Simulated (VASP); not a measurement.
# C: single point with r2SCAN

Crystal: C.

```
CELL_PARAMETERS angstrom
3.49329 -0.05229 0.06840
0.05229 -3.62075 0.02741
-0.06840 0.02741 -3.35270
ATOMIC_POSITIONS crystal
C 0.55447 0.91471 0.02630
C 0.05610 0.56800 0.94615
C 0.92800 0.04433 0.52637
C 0.49549 0.48255 0.58780
C 0.69968 0.73587 0.66478
C 0.10492 0.18652 0.68839
C 0.35247 0.86703 0.33960
C 0.80887 0.20099 0.22061
```

This cell differs from its parent crystal: atoms moved at random and the cell strained at random.

```json
{
  "Program": "VASP 6.6.1",
  "Task": "single point",
  "Functional": "r2SCAN",
  "Potentials or basis": "VASP PAW PBE potentials, release 64 (C)",
  "Cutoff": "520 eV",
  "k mesh": "6 × 6 × 6",
  "Occupations": "gaussian, width 0.05 eV",
  "Spin": "no spin polarisation",
  "Dipole correction": "no",
  "Further INCAR settings": "ALGO = Normal; EDIFF = 1e-06; NBANDS = 26"
}
```

```
Pressure               : 197.0 GPa
Largest force          : 75.771 eV/Å
Band gap on the k mesh : zero (bands 16 and 17 overlap by 1.51 eV)
```

Forces on the atoms (eV/Å):
```
C     1.539  -7.333   2.174
C    -2.405   7.155  -1.648
C   -32.989  37.496  30.688
C   -10.970   9.855   9.010
C     8.528  -8.215 -10.901
C    47.490 -41.152 -42.336
C    -3.682  10.687   1.781
C    -7.511  -8.492  11.233
```

Stress tensor (GPa, compression positive):
```
 215.10 -100.55 -126.38
-100.55  162.06   65.47
-126.38   65.47  213.79
```

Levels at points of the mesh, in eV from the Fermi level:
| k point | band 12 | band 13 | band 14 | band 15 | band 16 | band 17 | band 18 | band 19 | band 20 | band 21 |
| --- | --- | --- | --- | --- | --- | --- | --- | --- | --- | --- |
| (0.00, 0.00, 0.00) | -5.93 | -4.83 | -4.56 | -1.74 | -0.58 | 0.02 | 0.87 | 1.56 | 2.55 | 4.33 |
| (0.50, 0.00, 0.00) | -5.52 | -4.52 | -3.61 | -2.34 | -1.44 | 0.17 | 1.44 | 2.85 | 4.29 | 4.67 |
| (0.00, 0.50, 0.00) | -6.36 | -5.35 | -2.95 | -1.43 | -0.76 | -0.06 | 0.90 | 2.50 | 4.15 | 5.55 |
| (0.50, 0.50, 0.00) | -6.31 | -4.71 | -3.98 | -2.86 | -0.41 | 0.73 | 1.80 | 3.02 | 4.19 | 5.30 |
| (0.00, 0.00, 0.50) | -5.85 | -4.91 | -3.59 | -2.14 | -1.57 | -0.86 | 1.16 | 3.17 | 3.56 | 5.45 |
| (0.50, 0.00, 0.50) | -7.07 | -4.48 | -3.41 | -0.50 | 0.06 | 0.81 | 3.17 | 4.03 | 4.23 | 5.40 |
| (0.00, 0.50, 0.50) | -5.10 | -4.64 | -3.73 | -2.47 | -0.45 | 0.74 | 2.42 | 4.16 | 4.73 | 5.66 |
| (0.50, 0.50, 0.50) | -3.17 | -2.32 | -0.53 | -0.29 | 0.65 | 1.32 | 2.19 | 2.77 | 3.36 | 4.44 |

It took 3.8 min on 1 thread of Intel(R) Xeon(R) Platinum 8488C (Sapphire Rapids), with other jobs on the host, peak memory 0.21 GiB.

Caveat: the cell differs from its parent crystal (atoms moved at random and the cell strained at random); atoms lie so close that the PAW spheres overlap strongly, which falsifies energies and pressures; the cell stands under pressure; the PAW data sets were made with another functional, which shifts forces and pressure a little.
